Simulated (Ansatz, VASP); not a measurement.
## Two plane-wave programs on Si2Ni

```
Ni Si
1.0
     0.00000    2.70300    2.70300
     2.70300    0.00000    2.70300
     2.70300    2.70300    0.00000
Ni Si
1 2
Direct
  0.00000 0.00000 0.00000
  0.75000 0.75000 0.75000
  0.25000 0.25000 0.25000
```

Alike in both runs: task single point; functional PBE; k mesh 9 × 9 × 9; occupations gaussian, width 0.019 eV; collinear spin.

|  | VASP | Ansatz |
| --- | --- | --- |
| version | VASP 6.6.1 | Ansatz 0.2.0 |
| potentials or method | VASP PAW PBE potentials, release 64 (Ni, Si) | Ansatz PAW |
| plane-wave cutoff (eV) | 520 | 420 |
| valence electrons in the cell | 18 | 26 |

```csv
,VASP,Ansatz,Ansatz less VASP
gap on the k mesh at the Fermi level (eV),none,none,-
pressure (GPa),3.8,4.0,+0.15
net moment per atom (μB),0.00,0.00,0.000
```

A gap of «none» marks a metal or a gap that the smearing closes. With one functional, cell and mesh, what is left measures potentials, basis and numerics. VASP's potentials hold 18 valence electrons a cell and Ansatz's 26, so a difference there can come from the potentials and not from the codes.
